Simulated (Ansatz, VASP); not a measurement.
# Two plane-wave programs on Si2Mo

```
Si Mo
1.0
    -1.59518    1.59518    3.91129
     1.59518   -1.59518    3.91129
     1.59518    1.59518   -3.91129
Si Mo
2 1
Direct
  0.33509 0.33509 0.00000
  0.66491 0.66491 0.00000
  0.00000 0.00000 0.00000
```

Alike in both runs: functional PBEsol; k mesh 10 × 10 × 10; occupations fermi-dirac, width 0.1 eV; no spin polarisation.

Ansatz relaxed the structure, and its values are those at the end. VASP's run is a single point on that final structure, the one shown.

|  | VASP | Ansatz |
| --- | --- | --- |
| version | VASP 6.6.1 | Ansatz 0.2.0 |
| potentials or method | VASP PAW PBE potentials, release 64 (Si, Mo_sv), cutoff 520 eV | PAW plane waves |
| valence electrons in the cell | 22 | 22 |

|  | VASP | Ansatz | Ansatz less VASP |
| --- | --- | --- | --- |
| gap on the k mesh at the Fermi level (eV) | none | none | - |
| pressure (GPa) | 0.3 | 0.0 | -0.35 |

VASP's potentials were made for PBE, not for PBEsol, and Ansatz warns of the same on its side. A gap of «none» marks a metal or a gap that the smearing closes.
